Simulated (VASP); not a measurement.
# PdPtS4 (P-3m1) in VASP: single point with PBE

Aim: the single point of PdPtS4 with PBE.

All numbers are computed with VASP 6.6.1; they aren't measurements. Logs are shortened: lines on timing, memory, paths and dates and some standing lists are left out, and cuts for length are marked.

## (1) The cell of the first run

It takes space group P-3m1 (No. 164, trigonal). Conventional cell: a = 3.567 Å, b = 3.567 Å, c = 12.891 Å, α = 90.00°, β = 90.00°, γ = 120.00°. Within 3.2 Å of Pd (site symmetry -3m) lie 6 S at 2.40 Å. Within 3.2 Å of Pt (site symmetry -3m) lie 6 S at 2.40 Å. S (site symmetry 3m) has 3 Pd at 2.40 Å within 3.2 Å. S (site symmetry 3m) has 3 Pt at 2.40 Å within 3.2 Å.

## (2) Single point, PBE

Contents of INCAR:

```
PREC = Accurate
ENCUT = 520
EDIFF = 1E-7
ISMEAR = 0
SIGMA = 0.02
LREAL = F
LASPH = T
NELM = 80
ALGO = Normal
ISIF = 2
LWAVE = F
LCHARG = F
GGA = PE
NBANDS = 31
```

Contents of KPOINTS:

```
regular mesh
0
Gamma
  12 12 2
```

Contents of POSCAR:

```
PdPtS4
1.0
    3.5668895311      0.0000000000      0.0000000000
   -1.7834447655      3.0890169464      0.0000000000
    0.0000000000      0.0000000000     12.8911429579
Pd Pt S
1 1 4
Direct
    0.0000000000      0.0000000000      0.0000000000
    0.0000000000      0.0000000000      0.5000000000
    0.3333333333      0.6666666667      0.0956117837
    0.3333333333      0.6666666667      0.5956433007
    0.6666666667      0.3333333333      0.4043566993
    0.6666666667      0.3333333333      0.9043882163
```

Potentials or basis: VASP PAW PBE potentials, release 64 (Pd, Pt, S).

On the command line:

```console
$ cat potpaw_PBE.64/Pd/POTCAR potpaw_PBE.64/Pt/POTCAR potpaw_PBE.64/S/POTCAR > POTCAR
$ mpirun -np 1 vasp_std > vasp.out
```

OUTCAR:

```text
PREC = Accurate
   ENCUT = 520
   EDIFF = 1E-7
   ISMEAR = 0
   LREAL = F
   LASPH = T
   NELM = 80
   ISIF = 2
   GGA = PE

 ion  position               nearest neighbor table
   1  0.000  0.000  0.000-   3 2.40   6 2.40   3 2.40   6 2.40   6 2.40   3 2.40
   2  0.000  0.000  0.500-   4 2.40   5 2.40   4 2.40   5 2.40   5 2.40   4 2.40
   3  0.333  0.667  0.096-   1 2.40   1 2.40   1 2.40
   4  0.333  0.667  0.596-   2 2.40   2 2.40   2 2.40
   5  0.667  0.333  0.404-   2 2.40   2 2.40   2 2.40
   6  0.667  0.333  0.904-   1 2.40   1 2.40   1 2.40

  LATTYP: Found a hexagonal cell.
 ALAT       =     3.5668895311
 C/A-ratio  =     3.6141133179

  Lattice vectors:

 A1 = (   3.5668895311,   0.0000000000,   0.0000000000)
 A2 = (  -1.7834447655,   3.0890169464,   0.0000000000)
 A3 = (   0.0000000000,   0.0000000000,  12.8911429579)

Analysis of symmetry for initial positions (statically):
=====================================================================
 Subroutine PRICEL returns:
 Original cell was already a primitive cell.

 Routine SETGRP: Setting up the symmetry group for a
 hexagonal supercell.

 Subroutine GETGRP returns: Found 12 space group operations
 (whereof 12 operations were pure point group operations)
 out of a pool of 24 trial point group operations.

The static configuration has the point symmetry D_3d.

Analysis of symmetry for dynamics (positions and initial velocities):
=====================================================================
 Subroutine PRICEL returns:
 Original cell was already a primitive cell.

 Routine SETGRP: Setting up the symmetry group for a
 hexagonal supercell.

 Subroutine GETGRP returns: Found 12 space group operations
 (whereof 12 operations were pure point group operations)
 out of a pool of 24 trial point group operations.

The dynamic configuration has the point symmetry D_3d.

 Subroutine INISYM returns: Found 12 space group operations
 (whereof 12 operations are pure point group operations),
 and found     1 'primitive' translations

----------------------------------------------------------------------------------------

                                     Primitive cell

  volume of cell :     142.0370

  direct lattice vectors                    reciprocal lattice vectors
     3.566889531  0.000000000  0.000000000     0.280356314  0.161863793  0.000000000
    -1.783444766  3.089016946  0.000000000     0.000000000  0.323727586  0.000000000
     0.000000000  0.000000000 12.891142958     0.000000000  0.000000000  0.077572641

  length of vectors
     3.566889531  3.566889531 12.891142958     0.323727586  0.323727586  0.077572641

  position of ions in fractional coordinates (direct lattice)
     0.000000000  0.000000000  0.000000000
     0.000000000  0.000000000  0.500000000
     0.333333333  0.666666667  0.095611784
     0.333333333  0.666666667  0.595643301
     0.666666667  0.333333333  0.404356699
     0.666666667  0.333333333  0.904388216

  ion indices of the primitive-cell ions
   primitive index   ion index
                 1           1
                 2           2
                 3           3
                 4           4
                 5           5
                 6           6

----------------------------------------------------------------------------------------

 KPOINTS: regular mesh

Automatic generation of k-mesh.
 Grid dimensions read from file:
 generate k-points for:   12   12    2

 Generating k-lattice:

  Cartesian coordinates                     Fractional coordinates (reciprocal lattice)
     0.023363026  0.013488649  0.000000000     0.083333333  0.000000000  0.000000000
     0.000000000  0.026977299  0.000000000     0.000000000  0.083333333  0.000000000
     0.000000000  0.000000000  0.038786320     0.000000000  0.000000000  0.500000000

  Length of vectors
     0.026977299  0.026977299  0.038786320

  Shift w.r.t. Gamma in fractional coordinates (k-lattice)
     0.000000000  0.000000000  0.000000000

 Subroutine IBZKPT returns following result:
 ===========================================

 Found     38 irreducible k-points:

 Following reciprocal coordinates:
            Coordinates               Weight
  0.000000  0.000000  0.000000      1.000000
  0.083333  0.000000  0.000000      6.000000
  0.166667  0.000000  0.000000      6.000000
  0.250000 -0.000000  0.000000      6.000000
  0.333333 -0.000000  0.000000      6.000000
  0.416667 -0.000000  0.000000      6.000000
[... 16 lines left out ...]
  0.250000 -0.000000  0.500000      6.000000
  0.333333 -0.000000  0.500000      6.000000
 [... further k-points ...]
   k-points           NKPTS =     38   k-points in BZ     NKDIM =     38   number of bands    NBANDS=     31
   number of dos      NEDOS =    301   number of ions     NIONS =      6
   total plane-waves  NPLWV =  75264
   dimension x,y,z NGX =    28 NGY =   28 NGZ =   96
   dimension x,y,z NGXF=    56 NGYF=   56 NGZF=  192
   ions per type =               1   1   4
   NGX,Y,Z   is equivalent  to a cutoff of  13.05, 13.05, 12.38 a.u.
   NGXF,Y,Z  is equivalent  to a cutoff of  26.10, 26.10, 24.76 a.u.
 SYSTEM =  unknown system
   PREC   = accura    normal or accurate (medium, high low for compatibility)
   ISTART =      0    job   : 0-new  1-cont  2-samecut
   ICHARG =      2    charge: 1-file 2-atom 10-const
   ISPIN  =      1    spin polarized calculation?
   LNONCOLLINEAR =      F non collinear calculations
   LSORBIT =      F    spin-orbit coupling
   LASPH  =      T    aspherical Exc in radial PAW
   ENCUT  =  520.0 eV  38.22 Ry    6.18 a.u.   6.63  6.63 23.97*2*pi/ulx,y,z
   NELM   =     80;   NELMIN=  2; NELMDL= -5     # of ELM steps
   EDIFF  = 0.1E-06   stopping-criterion for ELM
   LREAL  =      F    real-space projection
   EDIFFG = 0.1E-05   stopping-criterion for IOM
   NSW    =      0    number of steps for IOM
   IBRION =     -1    ionic relax: 0-MD 1-quasi-New 2-CG
   NFREE  =      0    steps in history (QN), initial steepest desc. (CG)
   ISIF   =      2    stress and relaxation
   ISYM   =      2    0-nonsym 1-usesym 2-fastsym
   POTIM  = 0.5000    time-step for ionic-motion
   TEBEG  =    0.0;   TEEND  =   0.0 temperature during run
   PSTRESS=    0.0 pullay stress
   NELECT =      44.0000    total number of electrons
   NUPDOWN=      -1.0000    fix difference up-down
   EMIN   =  10.00;   EMAX   =-10.00  energy-range for DOS
   EFERMI =   0.00;   METHOD = LEGACY
   ISMEAR =     0;   SIGMA  =   0.02  broadening in eV -4-tet -1-fermi 0-gaus
   EFERMI_NEDOS =   21; number of points for ismear=-14 and -15
   IALGO  =     38    algorithm
   IMIX   =      4    mixing-type and parameters
     AMIX     =   0.40;   BMIX     =  1.00
     AMIX_MAG =   1.60;   BMIX_MAG =  1.00
  volume/ion in A,a.u.               =      23.67       159.75
  Fermi-wavevector in a.u.,A,eV,Ry     =   1.107708  2.093264 16.694578  1.227017
  Thomas-Fermi vector in A             =   2.244226
   LORBIT       =      0    0 simple, 1 ext, 2 COOP (PROOUT), +10 PAW based schemes
   GGA     = PE    functional components
   LHFCALC =     F    Hartree Fock is set to
   AEXX    =    0.0000 exact exchange contribution
   IVDW    =     0    specifies the selected vdW correction
   LEPSILON=     F    determine dielectric tensor
   LRPA    =     F    only Hartree local field effects (RPA)
 non-spin polarized calculation
 Gauss-broadening in eV      SIGMA  =   0.02
  energy-cutoff  :      520.00
  volume of cell :      142.04
 maximum number of plane-waves:      3863
 NGX is ok and might be reduce to    28
   NGX = 13   NGY = 13   NGZ = 47

 number of electron      44.0000001 magnetization

 Free energy of the ion-electron system (eV)
  ---------------------------------------------------
  ext. energy  EPLUGINS =         0.00000000
  ---------------------------------------------------
  free energy    TOTEN  =       -29.45830540 eV

  energy without entropy =      -29.45830540  energy(sigma->0) =      -29.45830540

 E-fermi :   3.2097     XC(G=0):  -8.9218

 val. band max:        3.0701393548   @ k =   0.1667   0.0000   0.5000
 cond. band min:       4.1468020350   @ k =   0.2500  -0.0000   0.5000
 fundamental gap:      1.0766626802
 Fermi energy:         3.2096960890

 k-point     1 :       0.0000    0.0000    0.0000
  band No.  band energies     occupation
      1     -11.0578      2.00000
      2     -10.4643      2.00000
      3      -8.8679      2.00000
      4      -8.6480      2.00000
      5      -2.5942      2.00000
      6      -2.5942      2.00000
[... 23 lines left out ...]
     30      10.3517      0.00000
     31      10.6751      0.00000

 k-point     2 :       0.0833    0.0000    0.0000
  band No.  band energies     occupation
      1     -10.9724      2.00000
      2     -10.3913      2.00000
      3      -8.8868      2.00000
      4      -8.6556      2.00000
      5      -2.5853      2.00000
      6      -2.5402      2.00000
[... 23 lines left out ...]
     30      10.5567      0.00000
     31      10.7133      0.00000

 k-point     3 :       0.1667    0.0000    0.0000
  band No.  band energies     occupation
      1     -10.7268      2.00000
      2     -10.1817      2.00000
      3      -8.9393      2.00000
      4      -8.6778      2.00000
      5      -2.5425      2.00000
      6      -2.3955      2.00000
[... 23 lines left out ...]
     30      10.3992      0.00000
     31      10.9494      0.00000

 k-point     4 :       0.2500   -0.0000    0.0000
  band No.  band energies     occupation
      1     -10.3562      2.00000
      2      -9.8666      2.00000
      3      -9.0118      2.00000
      4      -8.7127      2.00000
      5      -2.4677      2.00000
      6      -2.2158      2.00000
[... 635 lines left out ...]
     30      10.3506      0.00000
     31      11.0464      0.00000

 k-point    23 :       0.2500   -0.0000    0.5000
  band No.  band energies     occupation
      1     -10.3560      2.00000
      2      -9.8672      2.00000
      3      -9.0102      2.00000
      4      -8.7139      2.00000
      5      -2.4679      2.00000
      6      -2.2158      2.00000
[... 23 lines left out ...]
     30      10.7053      0.00000
     31      11.3494      0.00000

 k-point    24 :       0.3333   -0.0000    0.5000
  band No.  band energies     occupation
      1      -9.9327      2.00000
      2      -9.5046      2.00000
      3      -9.0798      2.00000
      4      -8.7579      2.00000
      5      -2.6514      2.00000
      6      -2.0959      2.00000
[... 23 lines left out ...]
     30      10.7548      0.00000
     31      11.2691      0.00000

 [... further k-points ...]

------------------------ aborting loop because EDIFF is reached ----------------------------------------

  FORCE on cell =-STRESS in cart. coord.  units (eV):
  Direction    XX          YY          ZZ          XY          YZ          ZX
  --------------------------------------------------------------------------------------
  -------------------------------------------------------------------------------------
  Total       -0.3006117     -0.3006117     -0.1994771     -0.0000000     -0.0000000     -0.0000000
  in kB       -3.3909004     -3.3909004     -2.2501025     -0.0000000     -0.0000000     -0.0000000
  external PRESSURE =      -3.0106345 kB  Pullay stress =       0.0000000 kB

 VOLUME and BASIS-vectors are now :
 -----------------------------------------------------------------------------
  energy-cutoff  :      520.00
  volume of cell :      142.04
      direct lattice vectors                 reciprocal lattice vectors
     3.566889531  0.000000000  0.000000000     0.280356314  0.161863793  0.000000000
    -1.783444766  3.089016946  0.000000000     0.000000000  0.323727586  0.000000000
     0.000000000  0.000000000 12.891142958     0.000000000  0.000000000  0.077572641

 POSITION                                       TOTAL-FORCE (eV/Angst)
 -----------------------------------------------------------------------------------
      0.00000      0.00000      0.00000        -0.000000      0.000000      0.000000
      0.00000      0.00000      6.44557        -0.000000      0.000000      0.000000
     -0.00000      2.05934      1.23255        -0.000000     -0.000000     -0.024704
     -0.00000      2.05934      7.67852         0.000000      0.000000     -0.036460
      1.78344      1.02967      5.21262        -0.000000      0.000000      0.036460
      1.78344      1.02967     11.65860         0.000000      0.000000      0.024704
 -----------------------------------------------------------------------------------
    total drift:                               -0.000000      0.000000      0.000000

  FREE ENERGIE OF THE ION-ELECTRON SYSTEM (eV)
  ---------------------------------------------------
  free  energy   TOTEN  =       -29.4583054048 eV

  energy  without entropy=      -29.4583054048  energy(sigma->0) =      -29.45830540
```

It took 3.3 min on 1 thread of Intel Xeon Platinum 8259CL at 2.50GHz (Skylake/Cascade Lake), shared host; peak memory 0.36 GiB.

What came out:

```
Free energy            : -29.4583 eV
Pressure               : -0.3 GPa
Largest force          : 0.036 eV/Å
Band gap on the k mesh : 1.08 eV, indirect (least direct gap 1.18 eV)
```

Forces on the atoms (eV/Å):
```
Pd   0.000  0.000  0.000
Pt   0.000  0.000  0.000
S    0.000  0.000 -0.025
S    0.000  0.000 -0.036
S    0.000  0.000  0.036
S    0.000  0.000  0.025
```

Stress tensor (GPa, compression positive):
```
-0.34  0.00  0.00
 0.00 -0.34  0.00
 0.00  0.00 -0.23
```

Levels at points of the mesh, in eV from the valence-band top:
```
           k point  band 20  band 21  band 22  band 23  band 24  band 25
(0.00, 0.00, 0.00)    -0.31    -0.15    -0.15     2.41     2.41     3.04
(0.50, 0.00, 0.00)    -1.78    -1.63    -1.26     1.92     2.22     2.65
(0.00, 0.00, 0.50)    -0.43    -0.15    -0.15     2.41     2.41     3.04
(0.50, 0.00, 0.50)    -1.82    -1.53    -1.34     1.93     2.22     2.65
```

Caveat: spin-orbit coupling is left out, which moves the levels of the heavy elements; this functional lacks dispersion, which binds the layers, so the pressure and a relaxed spacing across them are unreliable. As with any semilocal functional, this PBE gap is likely too small.
